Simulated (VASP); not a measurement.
# Cu (I4/mmm) in VASP: a series of runs, part 3 of 3

VASP 6.6.1. The steps go on from the part before.

### Step 4. Single point, LDA

This run uses another cell than the first one, of 10.77 Å³/atom, 0.940 times its volume.

INCAR

```
PREC = Accurate
ENCUT = 700
EDIFF = 1E-6
ISMEAR = -1
SIGMA = 0.05
LREAL = F
LASPH = T
NELM = 120
ALGO = Normal
ISIF = 2
LWAVE = F
LCHARG = T
GGA = CA
LELF = T
LVHAR = T
NBANDS = 16
GGA_COMPAT = F
```

KPOINTS

```
Automatic mesh
0
Gamma
  13 13 13
```

POSCAR

```
Cu
1.0
   -1.4133402940      1.4133402940      1.3479902729
    1.4133402940     -1.4133402940      1.3479902729
    1.4133402940      1.4133402940     -1.3479902729
Cu
1
Direct
    0.0000000000      0.0000000000      0.0000000000
```

Potentials or basis: VASP PAW LDA potentials, release 64 (Cu_sv_GW).

Run with:

```bash
cat potpaw_LDA.64/Cu_sv_GW/POTCAR > POTCAR
mpirun -np 1 vasp_std > vasp.out
```

OUTCAR:

```text
PREC = Accurate
   ENCUT = 700
   EDIFF = 1E-6
   ISMEAR = -1
   LREAL = F
   LASPH = T
   NELM = 120
   ISIF = 2
   GGA = CA

 ion  position               nearest neighbor table
   1  0.000  0.000  0.000-

  LATTYP: Found a body centered tetragonal cell.
 ALAT       =     2.8266805880
 C/A-ratio  =     0.9537620052

  Lattice vectors:

 A1 = (  -1.4133402940,   1.4133402940,   1.3479902729)
 A2 = (   1.4133402940,  -1.4133402940,   1.3479902729)
 A3 = (   1.4133402940,   1.4133402940,  -1.3479902729)

Analysis of symmetry for initial positions (statically):
=====================================================================
 Subroutine PRICEL returns:
 Original cell was already a primitive cell.

 Routine SETGRP: Setting up the symmetry group for a
 body centered tetragonal supercell.

 Subroutine GETGRP returns: Found 16 space group operations
 (whereof 16 operations were pure point group operations)
 out of a pool of 16 trial point group operations.

The static configuration has the point symmetry D_4h.

Analysis of symmetry for dynamics (positions and initial velocities):
=====================================================================
 Subroutine PRICEL returns:
 Original cell was already a primitive cell.

 Routine SETGRP: Setting up the symmetry group for a
 body centered tetragonal supercell.

 Subroutine GETGRP returns: Found 16 space group operations
 (whereof 16 operations were pure point group operations)
 out of a pool of 16 trial point group operations.

The dynamic configuration has the point symmetry D_4h.

 Subroutine INISYM returns: Found 16 space group operations
 (whereof 16 operations are pure point group operations),
 and found     1 'primitive' translations

[... 107 lines left out ...]
   ISMEAR =    -1;   SIGMA  =   0.05  broadening in eV -4-tet -1-fermi 0-gaus
   EFERMI_NEDOS =   21; number of points for ismear=-14 and -15
   IALGO  =     38    algorithm
   IMIX   =      4    mixing-type and parameters
     AMIX     =   0.40;   BMIX     =  1.00
     AMIX_MAG =   1.60;   BMIX_MAG =  1.00
  volume/ion in A,a.u.               =      10.77        72.68
  Fermi-wavevector in a.u.,A,eV,Ry     =   1.978090  3.738047 53.237398  3.912838
  Thomas-Fermi vector in A             =   2.999003
   LORBIT       =      0    0 simple, 1 ext, 2 COOP (PROOUT), +10 PAW based schemes
   GGA     = CA    functional components
   LHFCALC =     F    Hartree Fock is set to
   AEXX    =    0.0000 exact exchange contribution
   IVDW    =     0    specifies the selected vdW correction
   LEPSILON=     F    determine dielectric tensor
   LRPA    =     F    only Hartree local field effects (RPA)
 non-spin polarized calculation
  energy-cutoff  :      700.00
  volume of cell :       10.77
 maximum number of plane-waves:       470
 NGX is ok and might be reduce to    24

 number of electron      18.9999998 magnetization

 Free energy of the ion-electron system (eV)
  ---------------------------------------------------
  ext. energy  EPLUGINS =         0.00000000
  ---------------------------------------------------
  free energy    TOTEN  =        -4.81873279 eV

  energy without entropy =       -4.81636692  energy(sigma->0) =       -4.81754986

 E-fermi :   8.3363     XC(G=0): -14.4333

 val. band max:        8.2692823666   @ k =  -0.1538   0.4615   0.0769
 cond. band min:       8.3366941534   @ k =  -0.3077   0.4615   0.0769
 fundamental gap:      0.0674117868
 Fermi energy:         8.3363172753

 k-point     1 :       0.0000    0.0000    0.0000
  band No.  band energies     occupation
      1    -103.3302      2.00000
      2     -61.2111      2.00000
      3     -61.2083      2.00000
      4     -61.2083      2.00000
      5      -1.7405      2.00000
      6       4.8141      2.00000
[... 433 lines left out ...]
      3     -61.2788      2.00000
      4     -61.2235      2.00000
      5       3.1399      2.00000
      6       4.1213      2.00000
[... 8 lines left out ...]
     15      38.9926      0.00000
     16      41.2863      0.00000

 [... further k-points ...]

------------------------ aborting loop because EDIFF is reached ----------------------------------------

  FORCE on cell =-STRESS in cart. coord.  units (eV):
  Direction    XX          YY          ZZ          XY          YZ          ZX
  --------------------------------------------------------------------------------------
  -------------------------------------------------------------------------------------
  Total       -0.1038028     -0.1038028     -0.0858994      0.0000000     -0.0000000      0.0000000
  in kB      -15.4411425    -15.4411425    -12.7779320      0.0000000     -0.0000000      0.0000000
  external PRESSURE =     -14.5534057 kB  Pullay stress =       0.0000000 kB

 VOLUME and BASIS-vectors are now :
 -----------------------------------------------------------------------------
  energy-cutoff  :      700.00
  volume of cell :       10.77
      direct lattice vectors                 reciprocal lattice vectors
    -1.413340294  1.413340294  1.347990273     0.000000000  0.353771843  0.370922558
     1.413340294 -1.413340294  1.347990273     0.353771843  0.000000000  0.370922558
     1.413340294  1.413340294 -1.347990273     0.353771843  0.353771843  0.000000000

 POSITION                                       TOTAL-FORCE (eV/Angst)
 -----------------------------------------------------------------------------------
      0.00000      0.00000      0.00000         0.000000      0.000000      0.000000
 -----------------------------------------------------------------------------------
    total drift:                                0.000000      0.000000      0.000000

  FREE ENERGIE OF THE ION-ELECTRON SYSTEM (eV)
  ---------------------------------------------------
  free  energy   TOTEN  =        -4.8187327865 eV

  energy  without entropy=       -4.8163669246  energy(sigma->0) =       -4.81754986
```

OSZICAR:

```text
N       E                     dE             d eps       ncg     rms          rms(c)
DAV:   1     0.224508348186E+03    0.22451E+03   -0.13860E+04  8400   0.455E+03
DAV:   2     0.205662440417E+01   -0.22245E+03   -0.21172E+03  9632   0.974E+02
DAV:   3    -0.567054586449E+01   -0.77272E+01   -0.77070E+01  8392   0.173E+02
DAV:   4    -0.575805062200E+01   -0.87505E-01   -0.87500E-01  8768   0.130E+01
DAV:   5    -0.576294095590E+01   -0.48903E-02   -0.48903E-02  8936   0.342E+00    0.850E+00
DAV:   6    -0.536466927538E+01    0.39827E+00   -0.57694E+00  7520   0.195E+02    0.530E+00
DAV:   7    -0.484057238357E+01    0.52410E+00   -0.18560E+00  6760   0.106E+02    0.179E+00
DAV:   8    -0.481879796989E+01    0.21774E-01   -0.28511E-02 10408   0.452E+00    0.256E-01
DAV:   9    -0.481877218522E+01    0.25785E-04   -0.10672E-03  9880   0.218E+00    0.893E-02
DAV:  10    -0.481873278994E+01    0.39395E-04   -0.87140E-05 10056   0.676E-01    0.372E-03
DAV:  11    -0.481873278654E+01    0.34033E-08   -0.71766E-07  5072   0.132E-02
   1 F= -.48187328E+01 E0= -.48175499E+01  d E =-.236586E-02
```

stdout:

```text
POSCAR found type information on POSCAR Cu
 POSCAR found :  1 types and       1 ions
 scaLAPACK will be used
 LDA part: xc-table for (Slater(with rela. corr.)+CA(PZ))
 , standard interpolation
 POSCAR, INCAR and KPOINTS ok, starting setup
 FFT: planning ... GRIDC
 FFT: planning ... GRID_SOFT
 FFT: planning ... GRID
 WAVECAR not read
 entering main loop
```

Run time: 72 s. Hardware: 1 thread of AMD EPYC 7R43 (Zen 3), shared host; peak memory 0.15 GiB.

Results:

```
Free energy : -4.8187 eV
Pressure    : -1.5 GPa
```

Levels at points of the mesh, in eV from the Fermi level:
```tsv
k point	band 6	band 7	band 8	band 9	band 10	band 11	band 12	band 13	band 14	band 15
(0.00, 0.00, 0.00)	-3.52	-3.30	-3.30	-2.32	-2.08	25.61	25.61	26.90	29.95	30.21
```

### Step 5. Single point, PBE0

This run uses another cell than the first one, of 12.15 Å³/atom, 1.060 times its volume.

POSCAR

```
Cu
1.0
   -1.4710905692      1.4710905692      1.4030702911
    1.4710905692     -1.4710905692      1.4030702911
    1.4710905692      1.4710905692     -1.4030702911
Cu
1
Direct
    0.0000000000      0.0000000000      0.0000000000
```

INCAR.step1

```
PREC     = Accurate       # precision mode
ENCUT    = 520            # plane-wave cutoff, eV
EDIFF    = 1E-5           # SCF threshold, eV
ISMEAR   = -1             # smearing method
SIGMA    = 0.05           # smearing width, eV
LREAL    = F              # projectors in reciprocal space
LASPH    = T              # aspherical terms in the spheres
NELM     = 80             # most SCF steps
ALGO     = Normal         # electronic algorithm
ISIF     = 2              # what is computed and relaxed
LWAVE    = T              # write WAVECAR
LCHARG   = F              # write CHGCAR
GGA      = PE             # functional
NBANDS   = 12             # bands
```

INCAR.step2

```
PREC     = Accurate       # precision mode
ENCUT    = 520            # plane-wave cutoff, eV
EDIFF    = 1E-7           # SCF threshold, eV
ISMEAR   = -1             # smearing method
SIGMA    = 0.05           # smearing width, eV
LREAL    = F              # projectors in reciprocal space
LASPH    = T              # aspherical terms in the spheres
NELM     = 80             # most SCF steps
ALGO     = Normal         # electronic algorithm
ISIF     = 2              # what is computed and relaxed
LWAVE    = F              # write WAVECAR
LCHARG   = F              # write CHGCAR
GGA      = PE             # functional
LHFCALC  = T              # exact exchange
AEXX     = 0.25           # exact-exchange fraction
PRECFOCK = Normal       
ISTART   = 1            
NBANDS   = 12             # bands
```

KPOINTS

```
regular mesh
0
Gamma
  8 8 8
```

Potentials or basis: VASP PAW PBE potentials, release 64 (Cu).

Run with:

```bash
cat potpaw_PBE.64/Cu/POTCAR > POTCAR
cp INCAR.step1 INCAR
mpirun -np 1 vasp_std > vasp.out
cp INCAR.step2 INCAR
mpirun -np 1 vasp_std > vasp.out
```

Wall time 41 min (1 thread of Intel Xeon Platinum 8375C at 2.90GHz (Ice Lake), shared host); peak memory 0.14 GiB.

The run converged. Its results:

* Free energy: -3.7836 eV
* Pressure: -1.0 GPa

Stress tensor (GPa, compression positive):
```
-0.88  0.00  0.00
 0.00 -0.88  0.00
 0.00  0.00 -1.34
```

Levels at points of the mesh, in eV from the Fermi level:
| k point | band 2 | band 3 | band 4 | band 5 | band 6 | band 7 | band 8 | band 9 | band 10 | band 11 |
| --- | --- | --- | --- | --- | --- | --- | --- | --- | --- | --- |
| (0.00, 0.00, 0.00) | -4.94 | -4.76 | -4.76 | -3.93 | -3.74 | 25.96 | 25.96 | 27.18 | 29.95 | 30.01 |
| (0.50, 0.00, 0.00) | -5.62 | -3.82 | -3.55 | -2.87 | -0.48 | 5.57 | 18.52 | 18.73 | 22.59 | 25.52 |
| (0.50, 0.50, 0.00) | -5.39 | -3.96 | -3.70 | -2.95 | -1.03 | 4.99 | 19.75 | 20.15 | 23.74 | 26.63 |
| (0.50, 0.50, 0.50) | -6.37 | -3.13 | -3.13 | -3.06 | 8.95 | 8.95 | 10.82 | 14.47 | 15.16 | 17.97 |

Caveat: the k points lie up to 0.39 Å⁻¹ apart; the PAW data sets were made with another functional, which shifts forces and pressure a little.

### Step 6. Summary

```csv
level,potentials or basis,cell,k mesh,cutoff (eV),smearing,second run,grid for exact exchange (PRECFOCK),gap on the mesh (eV),pressure (GPa)
PBE exchange alone,"VASP PAW PBE potentials, release 64 (Cu)","a = 2.461 Å, angles 108.2, 108.2, 112.0°, 1 atom",13 × 13 × 13,520,tetrahedron,-,-,none,30.7
LDA,"VASP PAW LDA potentials, release 64 (Cu_sv_GW)","a = 2.445 Å, angles 108.2, 108.2, 112.0°, 1 atom",13 × 13 × 13,700,fermi-dirac 0.05 eV,valence_matched,-,none,-8.6
LDA,"VASP PAW LDA potentials, release 64 (Cu_sv_GW)","a = 2.411 Å, angles 108.2, 108.2, 112.0°, 1 atom",13 × 13 × 13,700,fermi-dirac 0.05 eV,valence_matched,-,none,-1.5
PBE0,"VASP PAW PBE potentials, release 64 (Cu)","a = 2.509 Å, angles 108.2, 108.2, 112.0°, 1 atom",8 × 8 × 8,520,fermi-dirac 0.05 eV,-,Normal,none,-1.0
```

Alike in all rows: task single point; no spin polarisation.

Caveats: some runs use coarse meshes; the PAW data sets were made with another functional, which shifts forces and pressure a little (some runs).

Absolute energies hang on the potentials; compare differences alone.
